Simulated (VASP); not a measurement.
# Ru (P6_3/mmc) in VASP: a series of runs

Ru is run at these levels: PBEsol+D4, PBE+D3(BJ), PBE+D4, revPBE+D4; tasks: single point.

Program: VASP 6.6.1. These are calculated values, not measurements. Logs are shortened: lines on timing, memory, paths and dates and some standing lists are left out, and cuts for length are marked.

## (1) The cell of the first run

It takes space group P6_3/mmc (No. 194, hexagonal). Conventional cell: a = 2.680 Å, b = 2.680 Å, c = 4.242 Å, α = 90.00°, β = 90.00°, γ = 120.00°. Ru (site symmetry -6m2) has 12 Ru at 2.63 to 2.68 Å within 3.5 Å.

## (2) Single point, PBEsol+D4

The input, INCAR:

```
SYSTEM = Ru
PREC = Accurate
ENCUT = 520
EDIFF = 1E-6
ISMEAR = -1
SIGMA = 0.05
LREAL = .FALSE.
LASPH = .TRUE.
NELM = 80
ALGO = Normal
ISIF = 2
LWAVE = .FALSE.
LCHARG = .FALSE.
GGA = PS
IVDW = 13
NBANDS = 21
```

The input, KPOINTS:

```
regular mesh
0
G
  11 11 6
  0 0 0
```

The input, POSCAR:

```
Ru
1.0
    2.6799209674      0.0000000000      0.0000000000
   -1.3399604837      2.3208796379      0.0000000000
    0.0000000000      0.0000000000      4.2418875111
Ru
2
Direct
    0.6666666667      0.3333333333      0.7500000000
    0.3333333333      0.6666666667      0.2500000000
```

Potentials or basis: VASP PAW PBE potentials, release 64 (Ru_pv).

Command:

```sh
cat potpaw_PBE.64/Ru_pv/POTCAR > POTCAR
mpirun -np 1 vasp_std > vasp.out
```

OUTCAR:

```text
SYSTEM = Ru
   PREC = Accurate
   ENCUT = 520
   EDIFF = 1E-6
   ISMEAR = -1
   LREAL = .FALSE.
   LASPH = .TRUE.
   NELM = 80
   ISIF = 2
   GGA = PS
   IVDW = 13

 ion  position               nearest neighbor table
   1  0.667  0.333  0.750-   2 2.63   2 2.63   2 2.63   2 2.63   2 2.63   2 2.63
   2  0.333  0.667  0.250-   1 2.63   1 2.63   1 2.63   1 2.63   1 2.63   1 2.63

  LATTYP: Found a hexagonal cell.
 ALAT       =     2.6799209674
 C/A-ratio  =     1.5828405250

  Lattice vectors:

 A1 = (   2.6799209674,   0.0000000000,   0.0000000000)
 A2 = (  -1.3399604837,   2.3208796379,   0.0000000000)
 A3 = (   0.0000000000,   0.0000000000,   4.2418875111)

Analysis of symmetry for initial positions (statically):
=====================================================================
 Subroutine PRICEL returns:
 Original cell was already a primitive cell.

 Routine SETGRP: Setting up the symmetry group for a
 hexagonal supercell.

 Subroutine GETGRP returns: Found 24 space group operations
 (whereof 12 operations were pure point group operations)
 out of a pool of 24 trial point group operations.

The static configuration has the point symmetry D_3d.
 The point group associated with its full space group is D_6h.

Analysis of symmetry for dynamics (positions and initial velocities):
=====================================================================
 Subroutine PRICEL returns:
 Original cell was already a primitive cell.

 Routine SETGRP: Setting up the symmetry group for a
 hexagonal supercell.

 Subroutine GETGRP returns: Found 24 space group operations
 (whereof 12 operations were pure point group operations)
 out of a pool of 24 trial point group operations.

The dynamic configuration has the point symmetry D_3d.
 The point group associated with its full space group is D_6h.

 Subroutine INISYM returns: Found 24 space group operations
 (whereof 12 operations are pure point group operations),
 and found     1 'primitive' translations

----------------------------------------------------------------------------------------

                                     Primitive cell

  volume of cell :      26.3836

  direct lattice vectors                    reciprocal lattice vectors
     2.679920967  0.000000000  0.000000000     0.373145332  0.215435558  0.000000000
    -1.339960484  2.320879638  0.000000000     0.000000000  0.430871116  0.000000000
     0.000000000  0.000000000  4.241887511     0.000000000  0.000000000  0.235744111

  length of vectors
     2.679920967  2.679920967  4.241887511     0.430871116  0.430871116  0.235744111
[... 80 lines left out ...]
   NELM   =     80;   NELMIN=  2; NELMDL= -5     # of ELM steps
   EDIFF  = 0.1E-05   stopping-criterion for ELM
   LREAL  =      F    real-space projection
   EDIFFG = 0.1E-04   stopping-criterion for IOM
   NSW    =      0    number of steps for IOM
   IBRION =     -1    ionic relax: 0-MD 1-quasi-New 2-CG
   NFREE  =      0    steps in history (QN), initial steepest desc. (CG)
   ISIF   =      2    stress and relaxation
   ISYM   =      2    0-nonsym 1-usesym 2-fastsym
   POTIM  = 0.5000    time-step for ionic-motion
   TEBEG  =    0.0;   TEEND  =   0.0 temperature during run
   PSTRESS=    0.0 pullay stress
   NELECT =      28.0000    total number of electrons
   NUPDOWN=      -1.0000    fix difference up-down
   EMIN   =  10.00;   EMAX   =-10.00  energy-range for DOS
   EFERMI =   0.00;   METHOD = LEGACY
   ISMEAR =    -1;   SIGMA  =   0.05  broadening in eV -4-tet -1-fermi 0-gaus
   EFERMI_NEDOS =   21; number of points for ismear=-14 and -15
   IALGO  =     38    algorithm
   IMIX   =      4    mixing-type and parameters
     AMIX     =   0.40;   BMIX     =  1.00
     AMIX_MAG =   1.60;   BMIX_MAG =  1.00
  volume/ion in A,a.u.               =      13.19        89.02
  Fermi-wavevector in a.u.,A,eV,Ry     =   1.669871  3.155599 37.939426  2.788469
  Thomas-Fermi vector in A             =   2.755468
   LORBIT       =      0    0 simple, 1 ext, 2 COOP (PROOUT), +10 PAW based schemes
   GGA     = PS    functional components
   LHFCALC =     F    Hartree Fock is set to
   AEXX    =    0.0000 exact exchange contribution
   IVDW    =    13    specifies the selected vdW correction
   LEPSILON=     F    determine dielectric tensor
   LRPA    =     F    only Hartree local field effects (RPA)
 non-spin polarized calculation
  energy-cutoff  :      520.00
  volume of cell :       26.38
 maximum number of plane-waves:       727
 NGX is ok and might be reduce to    20
   NGX =  9   NGY =  9   NGZ = 15

 number of electron      27.9999994 magnetization

 Free energy of the ion-electron system (eV)
  ---------------------------------------------------
  ext. energy  EPLUGINS =         0.00000000
  ---------------------------------------------------
  free energy    TOTEN  =       -20.33520700 eV

  energy without entropy =      -20.31900435  energy(sigma->0) =      -20.32710567

 E-fermi :  13.1598     XC(G=0): -14.4598

 val. band max:       13.1466616722   @ k =   0.2727   0.0000   0.0000
 cond. band min:      13.1641357916   @ k =   0.3636   0.0000   0.3333
 fundamental gap:      0.0174741195
 Fermi energy:        13.1597641654

 k-point     1 :       0.0000    0.0000    0.0000
  band No.  band energies     occupation
      1     -30.4843      2.00000
      2     -29.4518      2.00000
      3     -29.4518      2.00000
      4     -29.2651      2.00000
      5     -29.2651      2.00000
      6     -29.2207      2.00000
[... 565 lines left out ...]
     20      23.4779      0.00000
     21      25.2222      0.00000

 [... further k-points ...]

------------------------ aborting loop because EDIFF is reached ----------------------------------------

  DFT-D4 for vdW energy calculation

  Edisp (eV):   -0.62569

  FORCE on cell =-STRESS in cart. coord.  units (eV):
  Direction    XX          YY          ZZ          XY          YZ          ZX
  --------------------------------------------------------------------------------------
  -------------------------------------------------------------------------------------
  Total       0.00710     0.00710     0.00705     0.00000     0.00000     0.00000
  in kB       0.43143     0.43143     0.42842     0.00000     0.00000     0.00000
  external pressure =        0.43 kB  Pullay stress =        0.00 kB

 VOLUME and BASIS-vectors are now :
 -----------------------------------------------------------------------------
  energy-cutoff  :      520.00
  volume of cell :       26.38
      direct lattice vectors                 reciprocal lattice vectors
     2.679920967  0.000000000  0.000000000     0.373145332  0.215435558  0.000000000
    -1.339960484  2.320879638  0.000000000     0.000000000  0.430871116  0.000000000
     0.000000000  0.000000000  4.241887511     0.000000000  0.000000000  0.235744111

 POSITION                                       TOTAL-FORCE (eV/Angst)
 -----------------------------------------------------------------------------------
      1.33996      0.77363      3.18142        -0.000000      0.000000      0.000000
     -0.00000      1.54725      1.06047         0.000000     -0.000000      0.000000
 -----------------------------------------------------------------------------------
    total drift:                               -0.000000      0.000000     -0.000000

  FREE ENERGIE OF THE ION-ELECTRON SYSTEM (eV)
  ---------------------------------------------------
  free  energy   TOTEN  =       -20.9609009130 eV

  energy  without entropy=      -20.9446982537  energy(sigma->0) =      -20.95279958
```

OSZICAR:

```text
N       E                     dE             d eps       ncg     rms          rms(c)
DAV:   1     0.286425222519E+03    0.28643E+03   -0.17492E+04  2696   0.148E+03
DAV:   2    -0.158134016572E+02   -0.30224E+03   -0.29242E+03  2788   0.448E+02
DAV:   3    -0.218655854681E+02   -0.60522E+01   -0.60192E+01  3148   0.707E+01
DAV:   4    -0.219106663146E+02   -0.45081E-01   -0.45016E-01  3310   0.583E+00
DAV:   5    -0.219113166029E+02   -0.65029E-03   -0.64548E-03  3098   0.620E-01    0.207E+01
DAV:   6    -0.204393750643E+02    0.14719E+01   -0.32268E+00  3173   0.175E+01    0.554E+00
DAV:   7    -0.203465601188E+02    0.92815E-01   -0.65743E-01  3058   0.572E+00    0.945E-01
DAV:   8    -0.203373332190E+02    0.92269E-02   -0.15592E-02  2968   0.120E+00    0.541E-01
DAV:   9    -0.203351922902E+02    0.21409E-02   -0.20684E-03  3108   0.500E-01    0.326E-02
DAV:  10    -0.203352070965E+02   -0.14806E-04   -0.60566E-05  3063   0.819E-02    0.172E-02
DAV:  11    -0.203352070045E+02    0.92053E-07   -0.44162E-06  3003   0.202E-02
   1 F= -.20960901E+02 E0= -.20952800E+02  d E =-.162027E-01
```

Run time: 33 s. Hardware: 1 thread of Intel Xeon 8259CL, shared host; peak memory 0.15 GiB.

Results:

```
Free energy                : -20.9609 eV
Pressure                   : 0.0 GPa
Band gap on the k mesh     : zero (band 14 reaches 14.81 eV, above the bottom of band 15 at 11.59 eV)
Dispersion energy per atom : -0.313 eV
```

Caveat: the PAW data sets were made with another functional, which shifts forces and pressure a little; pairwise dispersion overbinds metals, which lowers pressure and volume.

## (3) Single point, PBE+D3(BJ)

This run uses another cell than the first one, of 13.45 Å³/atom, 1.019 times its volume.

The input, INCAR:

```
ALGO = Normal
EDIFF = 1E-7
ENCUT = 520
GGA = PE
ISIF = 2
ISMEAR = -1
IVDW = 12
LASPH = True
LCHARG = False
LREAL = False
LWAVE = False
NBANDS = 21
NELM = 100
PREC = Accurate
SIGMA = 0.05
```

The input, KPOINTS:

```
k-points
0
Gamma
  11 11 6
```

The input, POSCAR:

```
Ru
1.0
    2.6970150745      0.0000000000      0.0000000000
   -1.3485075373      2.3356835689      0.0000000000
    0.0000000000      0.0000000000      4.2689712891
Ru
2
Direct
    0.6666666667      0.3333333333      0.7500000000
    0.3333333333      0.6666666667      0.2500000000
```

Potentials or basis: VASP PAW PBE potentials, release 64 (Ru_pv).

Command:

```sh
cat potpaw_PBE.64/Ru_pv/POTCAR > POTCAR
mpirun -np 1 vasp_std > vasp.out
```

OUTCAR:

```text
EDIFF = 1E-7
   ENCUT = 520
   GGA = PE
   ISIF = 2
   ISMEAR = -1
   IVDW = 12
   LASPH = True
   LREAL = False
   NELM = 100
   PREC = Accurate
 IVDW          = 12

 ion  position               nearest neighbor table
   1  0.667  0.333  0.750-   2 2.64   2 2.64   2 2.64   2 2.64   2 2.64   2 2.64
   2  0.333  0.667  0.250-   1 2.64   1 2.64   1 2.64   1 2.64   1 2.64   1 2.64

  LATTYP: Found a hexagonal cell.
 ALAT       =     2.6970150745
 C/A-ratio  =     1.5828503628

  Lattice vectors:

 A1 = (   2.6970150745,   0.0000000000,   0.0000000000)
 A2 = (  -1.3485075373,   2.3356835689,   0.0000000000)
 A3 = (   0.0000000000,   0.0000000000,   4.2689712891)

Analysis of symmetry for initial positions (statically):
=====================================================================
 Subroutine PRICEL returns:
 Original cell was already a primitive cell.

 Routine SETGRP: Setting up the symmetry group for a
 hexagonal supercell.

 Subroutine GETGRP returns: Found 24 space group operations
 (whereof 12 operations were pure point group operations)
 out of a pool of 24 trial point group operations.

The static configuration has the point symmetry D_3d.
 The point group associated with its full space group is D_6h.
[... 159 lines left out ...]

  energy without entropy =      -18.43322902  energy(sigma->0) =      -18.44152226

 E-fermi :  12.9502     XC(G=0): -14.1800

 val. band max:       12.9315703307   @ k =   0.2727  -0.0000   0.0000
 cond. band min:      12.9657597583   @ k =   0.2727   0.1818   0.0000
 fundamental gap:      0.0341894276
 Fermi energy:        12.9502060365

 k-point     1 :       0.0000    0.0000    0.0000
  band No.  band energies     occupation
      1     -30.6669      2.00000
      2     -29.7039      2.00000
      3     -29.7039      2.00000
      4     -29.5288      2.00000
      5     -29.5288      2.00000
      6     -29.4870      2.00000
[... 565 lines left out ...]
     20      23.4290      0.00000
     21      24.8472      0.00000

 [... further k-points ...]

------------------------ aborting loop because EDIFF is reached ----------------------------------------

 Edisp (eV)   -1.26084

 E8    (eV) :    -0.5753

  FORCE on cell =-STRESS in cart. coord.  units (eV):
  Direction    XX          YY          ZZ          XY          YZ          ZX
  --------------------------------------------------------------------------------------
  -------------------------------------------------------------------------------------
  Total      -0.01200    -0.01200    -0.00816     0.00000     0.00000     0.00000
  in kB      -0.71504    -0.71504    -0.48639     0.00000     0.00000     0.00000
  external pressure =       -0.64 kB  Pullay stress =        0.00 kB

 VOLUME and BASIS-vectors are now :
 -----------------------------------------------------------------------------
  energy-cutoff  :      520.00
  volume of cell :       26.89
      direct lattice vectors                 reciprocal lattice vectors
     2.697015074  0.000000000  0.000000000     0.370780278  0.214070094  0.000000000
    -1.348507537  2.335683569  0.000000000     0.000000000  0.428140187  0.000000000
     0.000000000  0.000000000  4.268971289     0.000000000  0.000000000  0.234248472

 POSITION                                       TOTAL-FORCE (eV/Angst)
 -----------------------------------------------------------------------------------
      1.34851      0.77856      3.20173        -0.000000      0.000000      0.000000
     -0.00000      1.55712      1.06724         0.000000     -0.000000      0.000000
 -----------------------------------------------------------------------------------
    total drift:                               -0.000000      0.000000     -0.000000

  FREE ENERGIE OF THE ION-ELECTRON SYSTEM (eV)
  ---------------------------------------------------
  free  energy   TOTEN  =       -19.7106564345 eV

  energy  without entropy=      -19.6940699526  energy(sigma->0) =      -19.70236319
```

It took 44 s on 1 thread of Intel Xeon 8259CL, shared host; peak memory 0.16 GiB.

What came out:

| Quantity | Value |
| --- | --- |
| Free energy | -19.7107 eV |
| Pressure | -0.1 GPa |
| Band gap on the k mesh | zero (band 14 reaches 14.54 eV, above the bottom of band 15 at 11.43 eV) |
| Dispersion energy per atom | -0.630 eV |

Caveat: pairwise dispersion overbinds metals, which lowers pressure and volume.

## (4) Single point, PBE+D4

This run uses another cell than the first one, of 13.52 Å³/atom, 1.025 times its volume.

The input, INCAR:

```
  PREC = Accurate
  ENCUT = 520
  EDIFF = 1E-7
  ISMEAR = -1
  SIGMA = 0.05
  LREAL = False
  LASPH = True
  NELM = 80
  ALGO = Normal
  ISIF = 2
  LWAVE = False
  LCHARG = True
  GGA = PE
  IVDW = 13
  LELF = True
  LVHAR = True
  NBANDS = 21
```

The input, KPOINTS:

```
Automatic mesh
0
Gamma
  11 11 6
```

The input, POSCAR:

```
Ru
1.0
    2.7023620700      0.0000000000      0.0000000000
   -1.3511810350      2.3403142029      0.0000000000
    0.0000000000      0.0000000000      4.2762492710
Ru
2
Direct
    0.6666666667      0.3333333333      0.7500000000
    0.3333333333      0.6666666667      0.2500000000
```

Command:

```sh
cat potpaw_PBE.64/Ru_pv/POTCAR > POTCAR
mpirun -np 1 vasp_std > vasp.out
```

Wall time 42 s (1 thread of Intel Xeon 8259CL, shared host); peak memory 0.16 GiB.

The run converged. Its results:

```
Free energy                : -19.5108 eV
Pressure                   : -0.1 GPa
Band gap on the k mesh     : zero (band 14 reaches 14.42 eV, above the bottom of band 15 at 11.33 eV)
Dispersion energy per atom : -0.527 eV
```

Levels at points of the mesh, in eV from the Fermi level:
```
           k point  band 12  band 13  band 14  band 15  band 16  band 17
(0.00, 0.00, 0.00)    -1.86    -1.86    -1.33    -1.33     1.26     1.26
(0.00, 0.00, 0.50)    -2.71    -2.66    -2.66     0.62     0.62     0.62
```

Caveat: pairwise dispersion overbinds metals, which lowers pressure and volume.

## (5) Single point, revPBE+D4

This run uses another cell than the first one, of 13.49 Å³/atom, 1.022 times its volume.

The input, INCAR:

```
SYSTEM = Ru
ALGO = Normal
EDIFF = 1E-7
ENCUT = 520
GGA = RE
ISIF = 2
ISMEAR = -1
IVDW = 13
LASPH = .True.
LCHARG = .False.
LREAL = .False.
LWAVE = .False.
NBANDS = 21
NELM = 100
PREC = Accurate
SIGMA = 0.05
```

The input, KPOINTS:

```
k-points
0
Gamma
  11 11 6
  0 0 0
```

The input, POSCAR:

```
Ru
1.0
    2.6995350476      0.0000000000      0.0000000000
   -1.3497675238      2.3378659296      0.0000000000
    0.0000000000      0.0000000000      4.2734275688
Ru
2
Direct
    0.6666666667      0.3333333333      0.7500000000
    0.3333333333      0.6666666667      0.2500000000
```

Command:

```sh
cat potpaw_PBE.64/Ru_pv/POTCAR > POTCAR
mpirun -np 1 vasp_std > vasp.out
```

Wall time 44 s (1 thread of Intel Xeon 8259CL, shared host); peak memory 0.15 GiB.

Results (log left out):

```yaml
Free_energy: -19.1423 eV
Pressure: -0.1 GPa
Band_gap_on_the_k_mesh: zero (band 14 reaches 14.53 eV, above the bottom of band 15 at 11.43 eV)
Dispersion_energy_per_atom: -0.861 eV
```

Levels at points of the mesh, in eV from the Fermi level:
| k point | band 12 | band 13 | band 14 | band 15 | band 16 | band 17 |
| --- | --- | --- | --- | --- | --- | --- |
| (0.00, 0.00, 0.00) | -1.86 | -1.86 | -1.33 | -1.33 | 1.26 | 1.26 |
| (0.00, 0.00, 0.50) | -2.72 | -2.66 | -2.66 | 0.62 | 0.62 | 0.62 |

Caveat: the PAW data sets were made with another functional, which shifts forces and pressure a little; pairwise dispersion overbinds metals, which lowers pressure and volume.

## (6) Overview

```csv
level,cell,gap on the mesh (eV),pressure (GPa)
PBEsol+D4,"a = 2.680, b = 2.680, c = 4.242 Å, angles 90.0, 90.0, 120.0°, 2 atoms",none,0.0
PBE+D3(BJ),"a = 2.697, b = 2.697, c = 4.269 Å, angles 90.0, 90.0, 120.0°, 2 atoms",none,-0.1
PBE+D4,"a = 2.702, b = 2.702, c = 4.276 Å, angles 90.0, 90.0, 120.0°, 2 atoms",none,-0.1
revPBE+D4,"a = 2.700, b = 2.700, c = 4.273 Å, angles 90.0, 90.0, 120.0°, 2 atoms",none,-0.1
```

Alike in all rows: task single point; potentials or basis VASP PAW PBE potentials, release 64 (Ru_pv); no spin polarisation; k mesh 11 × 11 × 6; cutoff (eV) 520; smearing fermi-dirac 0.05 eV.

Caveats: pairwise dispersion overbinds metals, which lowers pressure and volume; the PAW data sets were made with another functional, which shifts forces and pressure a little (some runs).

Absolute energies hang on the potentials; compare differences alone.
